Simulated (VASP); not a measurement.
# MoS2 (R-3m) in VASP: notebook

The runs below take MoS2 through single point, with PBEsol.

All numbers are computed with VASP 6.6.1; they aren't measurements. Logs are shortened: lines on timing, memory, paths and dates and some standing lists are left out, and cuts for length are marked.

## (1) The cell of the first run

The structure is trigonal, space group R-3m (No. 166). Conventional cell: a = 3.084 Å, b = 3.084 Å, c = 17.842 Å, α = 90.00°, β = 90.00°, γ = 120.00°. Mo (site symmetry -3m) has 6 S at 2.32 Å and 6 Mo at 3.08 Å within 3.1 Å. Within 3.1 Å of S (site symmetry 3m) lie 3 Mo at 2.32 Å and 6 S at 3.08 Å.

## (2) Single point, PBEsol

INCAR reads:

```
SYSTEM = MoS2
  PREC = Accurate
  ENCUT = 520
  EDIFF = 1E-6
  ISMEAR = -1
  SIGMA = 0.15
  LREAL = .False.
  LASPH = .True.
  NELM = 60
  ALGO = Normal
  ISIF = 2
  LWAVE = .False.
  LCHARG = .False.
  GGA = PS
  NBANDS = 20
```

KPOINTS reads:

```
Automatic mesh
0
Gamma
  11 11 11
  0 0 0
```

POSCAR reads:

```
MoS2
1.0
    1.5420395840      0.8902971130      5.9473777546
   -1.5420395840      0.8902971130      5.9473777546
    0.0000000000     -1.7805942261      5.9473777546
Mo S
1 2
Direct
    0.0000000000      0.0000000000      0.0000000000
    0.7500000000      0.7500000000      0.7500000000
    0.2500000000      0.2500000000      0.2500000000
```

Potentials or basis: VASP PAW PBE potentials, release 64 (Mo_sv, S).

Run with:

```console
$ cat potpaw_PBE.64/Mo_sv/POTCAR potpaw_PBE.64/S/POTCAR > POTCAR
$ mpirun -np 1 vasp_std > vasp.out
```

OUTCAR:

```text
SYSTEM = MoS2
   PREC = Accurate
   ENCUT = 520
   EDIFF = 1E-6
   ISMEAR = -1
   LREAL = .False.
   LASPH = .True.
   NELM = 60
   ISIF = 2
   GGA = PS

 ion  position               nearest neighbor table
   1  0.000  0.000  0.000-   2 2.32   2 2.32   3 2.32   3 2.32   2 2.32   3 2.32
   2  0.750  0.750  0.750-   1 2.32   1 2.32   1 2.32
   3  0.250  0.250  0.250-   1 2.32   1 2.32   1 2.32

  LATTYP: Found a trigonal (rhomboedric) cell.
 ALAT       =     6.2082056332
 COS(alpha) =     0.8766074458

  Lattice vectors:

 A1 = (   1.5420395840,   0.8902971130,   5.9473777546)
 A2 = (  -1.5420395840,   0.8902971130,   5.9473777546)
 A3 = (   0.0000000000,  -1.7805942261,   5.9473777546)

Analysis of symmetry for initial positions (statically):
=====================================================================
 Subroutine PRICEL returns:
 Original cell was already a primitive cell.

 Routine SETGRP: Setting up the symmetry group for a
 trigonal (rhombohedral) supercell.

 Subroutine GETGRP returns: Found 12 space group operations
 (whereof 12 operations were pure point group operations)
 out of a pool of 12 trial point group operations.

The static configuration has the point symmetry D_3d.

Analysis of symmetry for dynamics (positions and initial velocities):
=====================================================================
 Subroutine PRICEL returns:
 Original cell was already a primitive cell.

 Routine SETGRP: Setting up the symmetry group for a
 trigonal (rhombohedral) supercell.

 Subroutine GETGRP returns: Found 12 space group operations
 (whereof 12 operations were pure point group operations)
 out of a pool of 12 trial point group operations.

The dynamic configuration has the point symmetry D_3d.

 Subroutine INISYM returns: Found 12 space group operations
 (whereof 12 operations are pure point group operations),
 and found     1 'primitive' translations

----------------------------------------------------------------------------------------

                                     Primitive cell

  volume of cell :      48.9900

  direct lattice vectors                    reciprocal lattice vectors
     1.542039584  0.890297113  5.947377755     0.324245892  0.187203423  0.056047110
    -1.542039584  0.890297113  5.947377755    -0.324245892  0.187203423  0.056047110
     0.000000000 -1.780594226  5.947377755     0.000000000 -0.374406845  0.056047110

  length of vectors
[... 82 lines left out ...]
   ENCUT  =  520.0 eV  38.22 Ry    6.18 a.u.  11.54 11.54 11.54*2*pi/ulx,y,z
   NELM   =     60;   NELMIN=  2; NELMDL= -5     # of ELM steps
   EDIFF  = 0.1E-05   stopping-criterion for ELM
   LREAL  =      F    real-space projection
   EDIFFG = 0.1E-04   stopping-criterion for IOM
   NSW    =      0    number of steps for IOM
   IBRION =     -1    ionic relax: 0-MD 1-quasi-New 2-CG
   NFREE  =      0    steps in history (QN), initial steepest desc. (CG)
   ISIF   =      2    stress and relaxation
   ISYM   =      2    0-nonsym 1-usesym 2-fastsym
   POTIM  = 0.5000    time-step for ionic-motion
   TEBEG  =    0.0;   TEEND  =   0.0 temperature during run
   PSTRESS=    0.0 pullay stress
   NELECT =      26.0000    total number of electrons
   NUPDOWN=      -1.0000    fix difference up-down
   EMIN   =  10.00;   EMAX   =-10.00  energy-range for DOS
   EFERMI =   0.00;   METHOD = LEGACY
   ISMEAR =    -1;   SIGMA  =   0.15  broadening in eV -4-tet -1-fermi 0-gaus
   EFERMI_NEDOS =   21; number of points for ismear=-14 and -15
   IALGO  =     38    algorithm
   IMIX   =      4    mixing-type and parameters
     AMIX     =   0.40;   BMIX     =  1.00
     AMIX_MAG =   1.60;   BMIX_MAG =  1.00
  volume/ion in A,a.u.               =      16.33       110.20
  Fermi-wavevector in a.u.,A,eV,Ry     =   1.325451  2.504738 23.902975  1.756819
  Thomas-Fermi vector in A             =   2.454910
   LORBIT       =      0    0 simple, 1 ext, 2 COOP (PROOUT), +10 PAW based schemes
   GGA     = PS    functional components
   LHFCALC =     F    Hartree Fock is set to
   AEXX    =    0.0000 exact exchange contribution
   IVDW    =     0    specifies the selected vdW correction
   LEPSILON=     F    determine dielectric tensor
   LRPA    =     F    only Hartree local field effects (RPA)
 non-spin polarized calculation
  energy-cutoff  :      520.00
  volume of cell :       48.99
 maximum number of plane-waves:      1334
 NGX is ok and might be reduce to    48
   NGX = 23   NGY = 23   NGZ = 23

 number of electron      26.0000001 magnetization

 Free energy of the ion-electron system (eV)
  ---------------------------------------------------
  ext. energy  EPLUGINS =         0.00000000
  ---------------------------------------------------
  free energy    TOTEN  =       -22.36140018 eV

  energy without entropy =      -22.27869348  energy(sigma->0) =      -22.32004683

 E-fermi :   8.7934     XC(G=0): -11.4214

 val. band max:        8.7924907075   @ k =  -0.2727   0.4545   0.1818
 cond. band min:       8.8260907364   @ k =  -0.1818   0.4545   0.1818
 fundamental gap:      0.0336000289
 Fermi energy:         8.7934223262

 k-point     1 :       0.0000    0.0000    0.0000
  band No.  band energies     occupation
      1     -52.8085      2.00000
      2     -27.0289      2.00000
      3     -26.8152      2.00000
      4     -26.8152      2.00000
      5      -6.9341      2.00000
      6      -4.9819      2.00000
[... 541 lines left out ...]
     19      17.4798      0.00000
     20      17.4811      0.00000

 [... further k-points ...]

------------------------ aborting loop because EDIFF is reached ----------------------------------------

  FORCE on cell =-STRESS in cart. coord.  units (eV):
  Direction    XX          YY          ZZ          XY          YZ          ZX
  --------------------------------------------------------------------------------------
  -------------------------------------------------------------------------------------
  Total        4.9626895      4.9626912      7.2194371      0.0000000     -0.0000000      0.0000000
  in kB      162.3007133    162.3007659    236.1058025      0.0000000     -0.0000000      0.0000000
  external PRESSURE =     186.9024272 kB  Pullay stress =       0.0000000 kB

 VOLUME and BASIS-vectors are now :
 -----------------------------------------------------------------------------
  energy-cutoff  :      520.00
  volume of cell :       48.99
      direct lattice vectors                 reciprocal lattice vectors
     1.542039584  0.890297113  5.947377755     0.324245892  0.187203423  0.056047110
    -1.542039584  0.890297113  5.947377755    -0.324245892  0.187203423  0.056047110
     0.000000000 -1.780594226  5.947377755     0.000000000 -0.374406845  0.056047110

 POSITION                                       TOTAL-FORCE (eV/Angst)
 -----------------------------------------------------------------------------------
      0.00000      0.00000      0.00000         0.000000      0.000000      0.000000
      0.00000     -0.00000     13.38160         0.000000     -0.000000      2.443947
      0.00000     -0.00000      4.46053         0.000000      0.000000     -2.443947
 -----------------------------------------------------------------------------------
    total drift:                               -0.000000      0.000000      0.000000

  FREE ENERGIE OF THE ION-ELECTRON SYSTEM (eV)
  ---------------------------------------------------
  free  energy   TOTEN  =       -22.3614001765 eV

  energy  without entropy=      -22.2786934792  energy(sigma->0) =      -22.32004683
```

OSZICAR:

```text
N       E                     dE             d eps       ncg     rms          rms(c)
DAV:   1     0.181900903372E+03    0.18190E+03   -0.13637E+04  5840   0.124E+03
DAV:   2    -0.166899839482E+02   -0.19859E+03   -0.19323E+03  7144   0.321E+02
DAV:   3    -0.236340465692E+02   -0.69441E+01   -0.68715E+01  7168   0.560E+01
DAV:   4    -0.237119006528E+02   -0.77854E-01   -0.77764E-01  7092   0.629E+00
DAV:   5    -0.237130400250E+02   -0.11394E-02   -0.11393E-02  7320   0.734E-01    0.314E+01
DAV:   6    -0.226803878226E+02    0.10327E+01   -0.91129E+00  6176   0.184E+01    0.110E+01
DAV:   7    -0.225246914037E+02    0.15570E+00   -0.40885E+00  6064   0.113E+01    0.765E+00
DAV:   8    -0.223618447718E+02    0.16285E+00   -0.83344E-01  6324   0.526E+00    0.208E+00
DAV:   9    -0.223628352738E+02   -0.99050E-03   -0.27303E-02  6980   0.104E+00    0.786E-01
DAV:  10    -0.223614207252E+02    0.14145E-02   -0.90498E-03  6516   0.614E-01    0.104E-01
DAV:  11    -0.223614132448E+02    0.74804E-05   -0.66368E-04  6680   0.182E-01    0.565E-02
DAV:  12    -0.223613974257E+02    0.15819E-04   -0.65428E-05  6676   0.450E-02    0.227E-02
DAV:  13    -0.223614003521E+02   -0.29263E-05   -0.84774E-06  6560   0.188E-02    0.828E-03
DAV:  14    -0.223614001765E+02    0.17557E-06   -0.14633E-06  4164   0.709E-03
   1 F= -.22361400E+02 E0= -.22320047E+02  d E =-.827067E-01
```

Wall time 4.5 min (1 thread of AMD EPYC 9R45 (Zen 5), shared host); peak memory 0.35 GiB.

Results:

```
Free energy            : -22.3614 eV
Pressure               : 18.7 GPa
Largest force          : 2.444 eV/Å
Band gap on the k mesh : zero (bands 13 and 14 overlap by 0.47 eV)
```

Forces on the atoms (eV/Å):
```
Mo   0.000  0.000  0.000
S    0.000  0.000  2.444
S    0.000  0.000 -2.444
```

Stress tensor (GPa, compression positive):
```
16.23  0.00  0.00
 0.00 16.23  0.00
 0.00  0.00 23.61
```

Caveat: the stress differs along the axes, from 16 to 24 GPa; the PAW data sets were made with another functional, which shifts forces and pressure a little.

## (3) Single point, PBEsol

This run uses another cell than the first one, of 16.80 Å³/atom.

INCAR reads:

```
SYSTEM = MoS2
PREC     = Accurate       ! precision mode
ENCUT    = 520            ! plane-wave cutoff, eV
EDIFF    = 1E-7           ! SCF threshold, eV
ISMEAR   = -1             ! smearing method
SIGMA    = 0.15           ! smearing width, eV
LREAL    = .False.        ! projectors in reciprocal space
LASPH    = .True.         ! aspherical terms in the spheres
NELM     = 80             ! most SCF steps
ALGO     = Normal         ! electronic algorithm
ISIF     = 2              ! what is computed and relaxed
LWAVE    = .False.        ! write WAVECAR
LCHARG   = .False.        ! write CHGCAR
GGA      = PS             ! functional
NBANDS   = 20             ! bands
```

KPOINTS is that of step 2.

POSCAR reads:

```
MoS2
1.0
    1.5567968403      0.8988172203      6.0042939186
   -1.5567968403      0.8988172203      6.0042939186
    0.0000000000     -1.7976344407      6.0042939186
Mo S
1 2
Direct
    0.0000000000      0.0000000000      0.0000000000
    0.7500000000      0.7500000000      0.7500000000
    0.2500000000      0.2500000000      0.2500000000
```

Potentials or basis: VASP PAW PBE potentials, release 64 (Mo_sv, S).

Run with:

```console
$ cat potpaw_PBE.64/Mo_sv/POTCAR potpaw_PBE.64/S/POTCAR > POTCAR
$ mpirun -np 1 vasp_std > vasp.out
```

Wall time 4.9 min (1 thread of AMD EPYC 9R45 (Zen 5), shared host); peak memory 0.35 GiB.

Results (log left out):

```yaml
Free_energy: -22.5008 eV
Pressure: 12.7 GPa
Largest_force: 1.826 eV/Å
Band_gap_on_the_k_mesh: zero (bands 13 and 14 overlap by 0.50 eV)
```

Forces in eV/Å, atoms in the order of the input:
```
Mo   0.000  0.000  0.000
S    0.000  0.000  1.826
S    0.000  0.000 -1.826
```

Stress tensor (GPa, compression positive):
```
10.60  0.00  0.00
 0.00 10.60  0.00
 0.00  0.00 17.05
```

Levels at points of the mesh, in eV from the Fermi level:
| k point | band 10 | band 11 | band 12 | band 13 | band 14 | band 15 | band 16 | band 17 |
| --- | --- | --- | --- | --- | --- | --- | --- | --- |
| (0.00, 0.00, 0.00) | -1.78 | -1.37 | -1.10 | -1.10 | -0.13 | -0.13 | 3.70 | 3.70 |

Caveat: the stress differs along the axes, from 11 to 17 GPa; the PAW data sets were made with another functional, which shifts forces and pressure a little.

The gap in the log of VASP goes by the Fermi energy; the results here count the filled bands.